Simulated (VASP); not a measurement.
# I (Fmmm) in VASP: notebook, part 2 of 2

VASP 6.6.1. Earlier steps stand in the parts before.

### 3 Single point, PBE

INCAR reads:

```
SYSTEM = I
ALGO = Normal
EDIFF = 1E-6
ENCUT = 520
GGA = PE
ISIF = 2
ISMEAR = -1
LASPH = .TRUE.
LCHARG = .TRUE.
LELF = .TRUE.
LREAL = .FALSE.
LVHAR = .TRUE.
LWAVE = .FALSE.
NBANDS = 10
NELM = 60
PREC = Accurate
SIGMA = 0.05
```

KPOINTS reads:

```
k-points
0
G
  9 9 9
  0 0 0
```

POSCAR reads:

```
I
1.0
    0.0000000000      2.3656004428      3.9098401324
    2.1922454667      0.0000000000      3.9098401324
    2.1922454667      2.3656004428      0.0000000000
I
1
Direct
    0.0000000000      0.0000000000      0.0000000000
```

Potentials or basis: VASP PAW PBE potentials, release 64 (I).

Launch:

```sh
> cat potpaw_PBE.64/I/POTCAR > POTCAR
> mpirun -np 1 vasp_std > vasp.out
```

OUTCAR:

```text
SYSTEM = I
   EDIFF = 1E-6
   ENCUT = 520
   GGA = PE
   ISIF = 2
   ISMEAR = -1
   LASPH = .TRUE.
   LREAL = .FALSE.
   NELM = 60
   PREC = Accurate

 ion  position               nearest neighbor table
   1  0.000  0.000  0.000-

  LATTYP: Found a face centered orthorhombic cell.
 ALAT       =     4.3844909334
 B/A-ratio  =     1.0790764441
 C/A-ratio  =     1.7834864717

  Lattice vectors:

 A1 = (   0.0000000000,   2.3656004428,   3.9098401324)
 A2 = (   2.1922454667,   0.0000000000,   3.9098401324)
 A3 = (   2.1922454667,   2.3656004428,   0.0000000000)

Analysis of symmetry for initial positions (statically):
=====================================================================
 Subroutine PRICEL returns:
 Original cell was already a primitive cell.

 Routine SETGRP: Setting up the symmetry group for a
 face centered orthorhombic supercell.

 Subroutine GETGRP returns: Found  8 space group operations
 (whereof  8 operations were pure point group operations)
 out of a pool of  8 trial point group operations.

The static configuration has the point symmetry D_2h.
[... 155 lines left out ...]
  free energy    TOTEN  =        -1.39167690 eV

  energy without entropy =       -1.38654496  energy(sigma->0) =       -1.38911093

 E-fermi :   3.5000     XC(G=0):  -8.2597

 val. band max:        3.4945473107   @ k =  -0.2222   0.0000   0.1111
 cond. band min:       3.5312895549   @ k =  -0.1111   0.1111   0.1111
 fundamental gap:      0.0367422442
 Fermi energy:         3.5000485115

 k-point     1 :       0.0000    0.0000    0.0000
  band No.  band energies     occupation
      1     -10.3832      2.00000
      2       1.5533      2.00000
      3       4.2738      0.00000
      4       4.5468      0.00000
      5       8.0363      0.00000
      6      10.9732      0.00000
      7      11.7009      0.00000
      8      15.6113      0.00000
      9      15.9274      0.00000
     10      15.9286      0.00000
[... 287 lines left out ...]
 k-point    24 :       0.4444    0.4444    0.0000
  band No.  band energies     occupation
      1     -10.1428      2.00000
      2      -0.5175      2.00000
      3       4.0572      0.00003
      4       4.3503      0.00000
      5      10.4659      0.00000
      6      10.8052      0.00000
      7      13.8620      0.00000
      8      18.2933      0.00000
      9      18.3771      0.00000
     10      18.5669      0.00000

 [... further k-points ...]
[... 5 lines left out ...]
  --------------------------------------------------------------------------------------
  -------------------------------------------------------------------------------------
  Total        0.0955193      0.0364454      0.1983902      0.0000000      0.0000000      0.0000000
  in kB        3.7738290      1.4399052      7.8381071      0.0000000      0.0000000      0.0000000
  external PRESSURE =       4.3506138 kB  Pullay stress =       0.0000000 kB

 VOLUME and BASIS-vectors are now :
 -----------------------------------------------------------------------------
  energy-cutoff  :      520.00
  volume of cell :       40.55
      direct lattice vectors                 reciprocal lattice vectors
     0.000000000  2.365600443  3.909840132    -0.228076649  0.211362828  0.127882467
     2.192245467  0.000000000  3.909840132     0.228076649 -0.211362828  0.127882467
     2.192245467  2.365600443  0.000000000     0.228076649  0.211362828 -0.127882467

 POSITION                                       TOTAL-FORCE (eV/Angst)
 -----------------------------------------------------------------------------------
      0.00000      0.00000      0.00000         0.000000      0.000000      0.000000
 -----------------------------------------------------------------------------------
    total drift:                                0.000000      0.000000      0.000000

  FREE ENERGIE OF THE ION-ELECTRON SYSTEM (eV)
  ---------------------------------------------------
  free  energy   TOTEN  =        -1.3916768971 eV

  energy  without entropy=       -1.3865449606  energy(sigma->0) =       -1.38911093
```

Run time: 15 s. Hardware: 1 thread of Intel Xeon 6975P-C (Granite Rapids), shared host; peak memory 0.2 GiB.

What came out:

| Quantity | Value |
| --- | --- |
| Free energy | -1.3917 eV |
| Pressure | 0.4 GPa |

Stress tensor (GPa, compression positive):
```
0.38 0.00 0.00
0.00 0.14 0.00
0.00 0.00 0.78
```

Caveat: spin-orbit coupling is left out, which moves the levels of the heavy elements; an odd number of electrons without spin polarisation forces a metal; a magnetic or distorted state may lie lower.

### 4 Single point, PBE (volume scaled by 1.02)

INCAR reads:

```
PREC = Accurate
ENCUT = 520
EDIFF = 1E-6
ISMEAR = -1
SIGMA = 0.05
LREAL = False
LASPH = True
NELM = 60
ALGO = Normal
ISIF = 2
LWAVE = False
LCHARG = False
GGA = PE
NBANDS = 10
```

KPOINTS reads:

```
Automatic mesh
0
Gamma
  9 9 9
```

POSCAR reads:

```
I
1.0
    0.0000000000      2.3812671275      3.9357338680
    2.2067640717      0.0000000000      3.9357338680
    2.2067640717      2.3812671275      0.0000000000
I
1
Direct
    0.0000000000      0.0000000000      0.0000000000
```

Launch:

```sh
> cat potpaw_PBE.64/I/POTCAR > POTCAR
> mpirun -np 1 vasp_std > vasp.out
```

Wall time 14 s (1 thread of Intel Xeon 6975P-C (Granite Rapids), shared host); peak memory 0.2 GiB.

The run converged. Its results:

| Item | Value |
| --- | --- |
| Free energy | -1.3926 eV |
| Pressure | -0.1 GPa |

Stress tensor (GPa, compression positive):
```
-0.26  0.00  0.00
 0.00 -0.61  0.00
 0.00  0.00  0.70
```

Levels at points of the mesh, in eV from the Fermi level:
| k point | band 1 | band 2 | band 3 | band 4 | band 5 | band 6 | band 7 | band 8 | band 9 |
| --- | --- | --- | --- | --- | --- | --- | --- | --- | --- |
| (0.00, 0.00, 0.00) | -13.76 | -1.88 | 0.75 | 1.01 | 4.58 | 7.50 | 8.16 | 12.09 | 12.40 |

Caveat: spin-orbit coupling is left out, which moves the levels of the heavy elements; an odd number of electrons without spin polarisation forces a metal; a magnetic or distorted state may lie lower.

### 5 Single point, PBE (volume scaled by 1.04)

INCAR reads:

```
SYSTEM = I
PREC     = Accurate       ! precision mode
ENCUT    = 520            ! plane-wave cutoff, eV
EDIFF    = 1E-6           ! SCF threshold, eV
ISMEAR   = -1             ! smearing method
SIGMA    = 0.05           ! smearing width, eV
LREAL    = .False.        ! projectors in reciprocal space
LASPH    = .True.         ! aspherical terms in the spheres
NELM     = 80             ! most SCF steps
ALGO     = Normal         ! electronic algorithm
ISIF     = 2              ! what is computed and relaxed
LWAVE    = .False.        ! write WAVECAR
LCHARG   = .True.         ! write CHGCAR
GGA      = PE             ! functional
LELF     = .True.         ! ELF
LVHAR    = .True.       
NBANDS   = 10             ! bands
```

KPOINTS reads:

```
Automatic mesh
0
Gamma
  9 9 9
  0 0 0
```

POSCAR reads:

```
I
1.0
    0.0000000000      2.3967303343      3.9612912976
    2.2210941101      0.0000000000      3.9612912976
    2.2210941101      2.3967303343      0.0000000000
I
1
Direct
    0.0000000000      0.0000000000      0.0000000000
```

Launch:

```sh
> cat potpaw_PBE.64/I/POTCAR > POTCAR
> mpirun -np 1 vasp_std > vasp.out
```

Wall time 15 s (1 thread of Intel Xeon 6975P-C (Granite Rapids), shared host); peak memory 0.2 GiB.

The run converged. Its results:

* Free energy: -1.3913 eV
* Pressure: -0.5 GPa

Stress tensor (GPa, compression positive):
```
-0.82  0.00  0.00
 0.00 -1.27  0.00
 0.00  0.00  0.63
```

Levels at points of the mesh, in eV from the Fermi level:
| k point | band 1 | band 2 | band 3 | band 4 | band 5 | band 6 | band 7 | band 8 |
| --- | --- | --- | --- | --- | --- | --- | --- | --- |
| (0.00, 0.00, 0.00) | -13.63 | -1.83 | 0.72 | 0.98 | 4.63 | 7.53 | 8.12 | 12.06 |

Caveat: spin-orbit coupling is left out, which moves the levels of the heavy elements; an odd number of electrons without spin polarisation forces a metal; a magnetic or distorted state may lie lower.

### 6 Single point, PBE (volume scaled by 1.06)

INCAR reads:

```
SYSTEM = I
PREC = Accurate
ENCUT = 520
EDIFF = 1E-6
ISMEAR = -1
SIGMA = 0.05
LREAL = .FALSE.
LASPH = .TRUE.
NELM = 60
ALGO = Normal
ISIF = 2
LWAVE = .FALSE.
LCHARG = .FALSE.
GGA = PE
NBANDS = 10
```

KPOINTS reads:

```
Automatic mesh
0
G
  9 9 9
  0 0 0
```

POSCAR reads:

```
I
1.0
    0.0000000000      2.4119965442      3.9865231326
    2.2352415877      0.0000000000      3.9865231326
    2.2352415877      2.4119965442      0.0000000000
I
1
Direct
    0.0000000000      0.0000000000      0.0000000000
```

Potentials or basis: VASP PAW PBE potentials, release 64 (I).

Launch:

```sh
> cat potpaw_PBE.64/I/POTCAR > POTCAR
> mpirun -np 1 vasp_std > vasp.out
```

Wall time 14 s (1 thread of Intel Xeon 6975P-C (Granite Rapids), shared host); peak memory 0.2 GiB.

The run converged. Its results:

```
Free energy : -1.3878 eV
Pressure    : -0.9 GPa
```

Stress tensor (GPa, compression positive):
```
-1.32  0.00  0.00
 0.00 -1.86  0.00
 0.00  0.00  0.56
```

Levels at points of the mesh, in eV from the Fermi level:
```csv
k point,band 2,band 3,band 4,band 5,band 6,band 7
"(0.00, 0.00, 0.00)",-1.77,0.69,0.95,4.67,7.56,8.09
```

Caveat: spin-orbit coupling is left out, which moves the levels of the heavy elements; an odd number of electrons without spin polarisation forces a metal; a magnetic or distorted state may lie lower.

### 7 The runs side by side

| cell | gap on the mesh (eV) | pressure (GPa) |
| --- | --- | --- |
| a = 4.570, b = 4.482, c = 3.225 Å, angles 70.6, 67.7, 41.7°, 1 atom | none | 0.4 |
| a = 4.600, b = 4.512, c = 3.247 Å, angles 70.6, 67.7, 41.7°, 1 atom | none | -0.1 |
| a = 4.630, b = 4.541, c = 3.268 Å, angles 70.6, 67.7, 41.7°, 1 atom | none | -0.5 |
| a = 4.659, b = 4.570, c = 3.288 Å, angles 70.6, 67.7, 41.7°, 1 atom | none | -0.9 |

Alike in all rows: task single point; level PBE; potentials or basis VASP PAW PBE potentials, release 64 (I); no spin polarisation; k mesh 9 × 9 × 9; cutoff (eV) 520; smearing fermi-dirac 0.05 eV.

Caveats: spin-orbit coupling is left out, which moves the levels of the heavy elements; an odd number of electrons without spin polarisation forces a metal; a magnetic or distorted state may lie lower.

Total energies depend on the potentials used, so only differences within one code and one set of settings carry meaning.
